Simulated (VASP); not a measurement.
# MgO (P6_3mc) in VASP: further runs

The runs below take MgO through single point, relaxation of cell and atoms, with r2SCAN.

Everything below comes from runs of VASP 6.6.1. Logs are shortened: lines on timing, memory, paths and dates and some standing lists are left out, and cuts for length are marked.

## (1) The cell of the first run

It takes space group P6_3mc (No. 186, hexagonal). The conventional cell has a = 3.308 Å, b = 3.308 Å, c = 4.983 Å, α = 90.00°, β = 90.00°, γ = 120.00°. Within 2.6 Å of Mg (site symmetry 3m) lie 4 O at 1.97 to 1.99 Å. Within 2.6 Å of O (site symmetry 3m) lie 4 Mg at 1.97 to 1.99 Å.

## (2) Single point, r2SCAN

Input file POSCAR:

```
MgO
1.0
    3.3077869865      0.0000000000      0.0000000000
   -1.6538934933      2.8646275606      0.0000000000
    0.0000000000      0.0000000000      4.9828816700
Mg O
2 2
Direct
    0.3333333300      0.6666666700      0.0021597400
    0.6666666700      0.3333333300      0.5021597400
    0.3333333300      0.6666666700      0.4024402600
    0.6666666700      0.3333333300      0.9024402600
```

Input file INCAR.step1:

```
PREC     = Accurate       # precision mode
ENCUT    = 520            # plane-wave cutoff, eV
ISMEAR   = 0              # smearing method
SIGMA    = 0.1            # smearing width, eV
LREAL    = F              # projectors in reciprocal space
LASPH    = T              # aspherical terms in the spheres
NELM     = 60             # most SCF steps
NBANDS   = 16             # bands
GGA      = PE             # functional
ALGO     = Normal         # electronic algorithm
EDIFF    = 1E-4           # SCF threshold, eV
LWAVE    = T              # write WAVECAR
LCHARG   = F              # write CHGCAR
```

Input file INCAR.step2:

```
PREC     = Accurate       # precision mode
ENCUT    = 520            # plane-wave cutoff, eV
EDIFF    = 1E-6           # SCF threshold, eV
ISMEAR   = 0              # smearing method
SIGMA    = 0.1            # smearing width, eV
LREAL    = F              # projectors in reciprocal space
LASPH    = T              # aspherical terms in the spheres
NELM     = 60             # most SCF steps
ALGO     = Normal         # electronic algorithm
ISIF     = 2              # what is computed and relaxed
LWAVE    = F              # write WAVECAR
LCHARG   = F              # write CHGCAR
METAGGA  = R2SCAN         # meta-GGA
LMIXTAU  = T            
NBANDS   = 16             # bands
ISTART   = 1
```

Input file KPOINTS:

```
Automatic mesh
0
Gamma
  6 6 4
```

Potentials or basis: VASP PAW PBE potentials, release 64 (Mg, O).

Launch:

```bash
$ cat potpaw_PBE.64/Mg/POTCAR potpaw_PBE.64/O/POTCAR > POTCAR
$ cp INCAR.step1 INCAR
$ mpirun -np 1 vasp_std > vasp.out
$ cp INCAR.step2 INCAR
$ mpirun -np 1 vasp_std > vasp.out
```

OUTCAR:

```text
PREC = Accurate
   ENCUT = 520
   EDIFF = 1E-6
   ISMEAR = 0
   LREAL = F
   LASPH = T
   NELM = 60
   ISIF = 2
   METAGGA = R2SCAN
   ISTART = 1

 ion  position               nearest neighbor table
   1  0.333  0.667  0.002-   4 1.97   4 1.97   4 1.97   3 1.99   2 3.14   2 3.14   2 3.14   2 3.14
                             2 3.14   2 3.14
   2  0.667  0.333  0.502-   3 1.97   3 1.97   3 1.97   4 1.99   1 3.14   1 3.14   1 3.14   1 3.14
                             1 3.14   1 3.14
   3  0.333  0.667  0.402-   2 1.97   2 1.97   2 1.97   1 1.99
   4  0.667  0.333  0.902-   1 1.97   1 1.97   1 1.97   2 1.99

  LATTYP: Found a hexagonal cell.
 ALAT       =     3.3077869865
 C/A-ratio  =     1.5064094787

  Lattice vectors:

 A1 = (   3.3077869865,   0.0000000000,   0.0000000000)
 A2 = (  -1.6538934933,   2.8646275606,   0.0000000000)
 A3 = (   0.0000000000,   0.0000000000,   4.9828816700)

Analysis of symmetry for initial positions (statically):
=====================================================================
 Subroutine PRICEL returns:
 Original cell was already a primitive cell.

 Routine SETGRP: Setting up the symmetry group for a
 hexagonal supercell.

 Subroutine GETGRP returns: Found 12 space group operations
 (whereof  6 operations were pure point group operations)
 out of a pool of 24 trial point group operations.

The static configuration has the point symmetry C_3v.
 The point group associated with its full space group is C_6v.

Analysis of symmetry for dynamics (positions and initial velocities):
=====================================================================
 Subroutine PRICEL returns:
 Original cell was already a primitive cell.

 Routine SETGRP: Setting up the symmetry group for a
 hexagonal supercell.

 Subroutine GETGRP returns: Found 12 space group operations
 (whereof  6 operations were pure point group operations)
 out of a pool of 24 trial point group operations.

The dynamic configuration has the point symmetry C_3v.
 The point group associated with its full space group is C_6v.

 Subroutine INISYM returns: Found 12 space group operations
 (whereof  6 operations are pure point group operations),
 and found     1 'primitive' translations

----------------------------------------------------------------------------------------

                                     Primitive cell

  volume of cell :      47.2157

  direct lattice vectors                    reciprocal lattice vectors
     3.307786987  0.000000000  0.000000000     0.302316928  0.174542760  0.000000000
    -1.653893493  2.864627561  0.000000000     0.000000000  0.349085519  0.000000000
     0.000000000  0.000000000  4.982881670     0.000000000  0.000000000  0.200687086

  length of vectors
     3.307786987  3.307786987  4.982881670     0.349085519  0.349085519  0.200687086

  position of ions in fractional coordinates (direct lattice)
     0.333333330  0.666666670  0.002159740
     0.666666670  0.333333330  0.502159740
     0.333333330  0.666666670  0.402440260
     0.666666670  0.333333330  0.902440260

  ion indices of the primitive-cell ions
   primitive index   ion index
                 1           1
                 2           2
                 3           3
                 4           4

----------------------------------------------------------------------------------------

 KPOINTS: Automatic mesh

Automatic generation of k-mesh.
 Grid dimensions read from file:
 generate k-points for:    6    6    4

 Generating k-lattice:

  Cartesian coordinates                     Fractional coordinates (reciprocal lattice)
     0.050386155  0.029090460  0.000000000     0.166666667  0.000000000  0.000000000
     0.000000000  0.058180920  0.000000000     0.000000000  0.166666667  0.000000000
     0.000000000  0.000000000  0.050171771     0.000000000  0.000000000  0.250000000

  Length of vectors
     0.058180920  0.058180920  0.050171771

  Shift w.r.t. Gamma in fractional coordinates (k-lattice)
     0.000000000  0.000000000  0.000000000

 Subroutine IBZKPT returns following result:
 ===========================================

 Found     21 irreducible k-points:

 Following reciprocal coordinates:
            Coordinates               Weight
  0.000000  0.000000  0.000000      1.000000
  0.166667  0.000000  0.000000      6.000000
  0.333333  0.000000  0.000000      6.000000
  0.500000  0.000000  0.000000      3.000000
  0.166667  0.166667  0.000000      6.000000
  0.333333  0.166667  0.000000     12.000000
[... 13 lines left out ...]
  0.333333  0.166667  0.500000     12.000000
  0.333333  0.333333  0.500000      2.000000
   k-points           NKPTS =     21   k-points in BZ     NKDIM =     21   number of bands    NBANDS=     16
   number of dos      NEDOS =    301   number of ions     NIONS =      4
   total plane-waves  NPLWV =  31360
   dimension x,y,z NGX =    28 NGY =   28 NGZ =   40
   dimension x,y,z NGXF=    56 NGYF=   56 NGZF=   80
   ions per type =               2   2
   NGX,Y,Z   is equivalent  to a cutoff of  14.07, 14.07, 13.35 a.u.
   NGXF,Y,Z  is equivalent  to a cutoff of  28.15, 28.15, 26.69 a.u.
 SYSTEM =  unknown system
   PREC   = accura    normal or accurate (medium, high low for compatibility)
   ISTART =      1    job   : 0-new  1-cont  2-samecut
   ICHARG =      0    charge: 1-file 2-atom 10-const
   ISPIN  =      1    spin polarized calculation?
   LNONCOLLINEAR =      F non collinear calculations
   LSORBIT =      F    spin-orbit coupling
   LASPH  =      T    aspherical Exc in radial PAW
   ENCUT  =  520.0 eV  38.22 Ry    6.18 a.u.   6.15  6.15  9.26*2*pi/ulx,y,z
   NELM   =     60;   NELMIN=  2; NELMDL=  0     # of ELM steps
   EDIFF  = 0.1E-05   stopping-criterion for ELM
   LREAL  =      F    real-space projection
   EDIFFG = 0.1E-04   stopping-criterion for IOM
   NSW    =      0    number of steps for IOM
   IBRION =     -1    ionic relax: 0-MD 1-quasi-New 2-CG
   NFREE  =      0    steps in history (QN), initial steepest desc. (CG)
   ISIF   =      2    stress and relaxation
   ISYM   =      2    0-nonsym 1-usesym 2-fastsym
   POTIM  = 0.5000    time-step for ionic-motion
   TEBEG  =    0.0;   TEEND  =   0.0 temperature during run
   PSTRESS=    0.0 pullay stress
   NELECT =      16.0000    total number of electrons
   NUPDOWN=      -1.0000    fix difference up-down
   EMIN   =  10.00;   EMAX   =-10.00  energy-range for DOS
   EFERMI =   0.00;   METHOD = LEGACY
   ISMEAR =     0;   SIGMA  =   0.10  broadening in eV -4-tet -1-fermi 0-gaus
   EFERMI_NEDOS =   21; number of points for ismear=-14 and -15
   IALGO  =     38    algorithm
   IMIX   =      4    mixing-type and parameters
     AMIX     =   0.40;   BMIX     =  1.00
     AMIX_MAG =   1.60;   BMIX_MAG =  1.00
  volume/ion in A,a.u.               =      11.80        79.66
  Fermi-wavevector in a.u.,A,eV,Ry     =   1.141351  2.156842 17.724080  1.302683
  Thomas-Fermi vector in A             =   2.278052
   LORBIT       =      0    0 simple, 1 ext, 2 COOP (PROOUT), +10 PAW based schemes
   METAGGA = R2SCAN    functional components
   LHFCALC =     F    Hartree Fock is set to
   AEXX    =    0.0000 exact exchange contribution
   IVDW    =     0    specifies the selected vdW correction
   LEPSILON=     F    determine dielectric tensor
   LRPA    =     F    only Hartree local field effects (RPA)
 non-spin polarized calculation
 Gauss-broadening in eV      SIGMA  =   0.10
  energy-cutoff  :      520.00
  volume of cell :       47.22
 maximum number of plane-waves:      1303
 NGX is ok and might be reduce to    28
   NGX = 13   NGY = 13   NGZ = 19

 number of electron      15.9999997 magnetization

 Free energy of the ion-electron system (eV)
  ---------------------------------------------------
  ext. energy  EPLUGINS =         0.00000000
  ---------------------------------------------------
  free energy    TOTEN  =       -31.85329800 eV

  energy without entropy =      -31.85329800  energy(sigma->0) =      -31.85329800

 E-fermi :   1.1480     XC(G=0): -10.1988

 val. band max:        0.7370780685   @ k =   0.0000   0.0000   0.0000
 cond. band min:       4.8659059705   @ k =   0.0000   0.0000   0.0000
 fundamental gap:      4.1288279020
 Fermi energy:         1.1480299510

 k-point     1 :       0.0000    0.0000    0.0000
  band No.  band energies     occupation
      1     -16.4793      2.00000
      2     -15.6934      2.00000
      3      -2.5457      2.00000
      4      -0.0669      2.00000
      5      -0.0669      2.00000
      6       0.2758      2.00000
[... 8 lines left out ...]
     15      18.2696      0.00000
     16      18.2696      0.00000

 k-point     2 :       0.1667    0.0000    0.0000
  band No.  band energies     occupation
      1     -16.3498      2.00000
      2     -15.6536      2.00000
      3      -2.2835      2.00000
      4      -0.7150      2.00000
      5      -0.3468      2.00000
      6      -0.2312      2.00000
[... 8 lines left out ...]
     15      17.3547      0.00000
     16      17.5755      0.00000

 k-point     3 :       0.3333    0.0000    0.0000
  band No.  band energies     occupation
      1     -16.0537      2.00000
      2     -15.6004      2.00000
      3      -1.8933      2.00000
      4      -1.5962      2.00000
      5      -1.1102      2.00000
      6      -0.4891      2.00000
[... 8 lines left out ...]
     15      16.2548      0.00000
     16      17.3912      0.00000

 k-point     4 :       0.5000    0.0000    0.0000
  band No.  band energies     occupation
      1     -15.8577      2.00000
      2     -15.6156      2.00000
      3      -2.3669      2.00000
      4      -1.4579      2.00000
      5      -1.0319      2.00000
      6      -0.6011      2.00000
[... 8 lines left out ...]
     15      15.9821      0.00000
     16      17.7943      0.00000
[... 267 lines left out ...]
 k-point    19 :       0.1667    0.1667    0.5000
  band No.  band energies     occupation
      1     -15.8725      2.00000
      2     -15.8725      2.00000
      3      -1.8650      2.00000
      4      -1.8650      2.00000
      5      -0.3567      2.00000
      6      -0.3567      2.00000
[... 8 lines left out ...]
     15      16.9204      0.00000
     16      16.9204      0.00000

 k-point    20 :       0.3333    0.1667    0.5000
  band No.  band energies     occupation
      1     -15.7302      2.00000
      2     -15.7302      2.00000
      3      -2.1800      2.00000
      4      -2.1799      2.00000
      5      -0.7512      2.00000
      6      -0.7512      2.00000
[... 8 lines left out ...]
     15      17.1944      0.00000
     16      17.1944      0.00000

 k-point    21 :       0.3333    0.3333    0.5000
  band No.  band energies     occupation
      1     -15.6829      2.00000
      2     -15.6829      2.00000
      3      -1.8959      2.00000
      4      -1.8959      2.00000
      5      -1.3960      2.00000
      6      -1.3960      2.00000
[... 8 lines left out ...]
     15      17.6487      0.00000
     16      17.6487      0.00000

------------------------ aborting loop because EDIFF is reached ----------------------------------------

  FORCE on cell =-STRESS in cart. coord.  units (eV):
  Direction    XX          YY          ZZ          XY          YZ          ZX
  --------------------------------------------------------------------------------------
  -------------------------------------------------------------------------------------
  Total       -0.3682523     -0.3682523     -0.2483919      0.0000000      0.0000000      0.0000000
  in kB      -12.4959637    -12.4959637     -8.4287208      0.0000000      0.0000000      0.0000000
  external PRESSURE =     -11.1402161 kB  Pullay stress =       0.0000000 kB

 VOLUME and BASIS-vectors are now :
 -----------------------------------------------------------------------------
  energy-cutoff  :      520.00
  volume of cell :       47.22
      direct lattice vectors                 reciprocal lattice vectors
     3.307786987  0.000000000  0.000000000     0.302316928  0.174542760  0.000000000
    -1.653893493  2.864627561  0.000000000     0.000000000  0.349085519  0.000000000
     0.000000000  0.000000000  4.982881670     0.000000000  0.000000000  0.200687086

 POSITION                                       TOTAL-FORCE (eV/Angst)
 -----------------------------------------------------------------------------------
     -0.00000      1.90975      0.01076        -0.000000      0.000000      0.028270
      1.65389      0.95488      2.50220        -0.000000      0.000000      0.028270
     -0.00000      1.90975      2.00531         0.000000     -0.000000     -0.028270
      1.65389      0.95488      4.49675        -0.000000      0.000000     -0.028270
 -----------------------------------------------------------------------------------
    total drift:                               -0.000017      0.000010     -0.014644

  FREE ENERGIE OF THE ION-ELECTRON SYSTEM (eV)
  ---------------------------------------------------
  free  energy   TOTEN  =       -31.8532979981 eV

  energy  without entropy=      -31.8532979981  energy(sigma->0) =      -31.85329800
```

It took 60 s on 1 thread of Intel Xeon 6975P-C, shared host; peak memory 0.18 GiB.

Results:

- Free energy: -31.8533 eV
- Pressure: -1.1 GPa
- Largest force: 0.028 eV/Å
- Band gap on the k mesh: 4.13 eV, direct

Forces on the atoms (eV/Å):
```
Mg   0.000  0.000  0.028
Mg   0.000  0.000  0.028
O    0.000  0.000 -0.028
O    0.000  0.000 -0.028
```

Stress tensor (GPa, compression positive):
```
-1.25  0.00  0.00
 0.00 -1.25  0.00
 0.00  0.00 -0.84
```

Levels at points of the mesh, in eV from the valence-band top:
```tsv
k point	band 4	band 5	band 6	band 7	band 8	band 9	band 10	band 11	band 12	band 13
(0.00, 0.00, 0.00)	-0.80	-0.80	-0.46	-0.46	0.00	4.13	9.38	11.20	15.02	15.02
(0.50, 0.00, 0.00)	-2.19	-1.77	-1.34	-0.83	-0.53	8.47	8.84	10.05	11.72	13.86
(0.00, 0.00, 0.50)	-2.00	-0.64	-0.64	-0.64	-0.64	6.67	6.67	14.21	14.21	15.52
(0.50, 0.00, 0.50)	-3.14	-0.96	-0.96	-0.73	-0.73	8.09	8.09	11.75	11.75	14.68
```

Caveat: the PAW data sets were made with another functional, which shifts forces and pressure a little.

(Continued in part 2 of 2.)
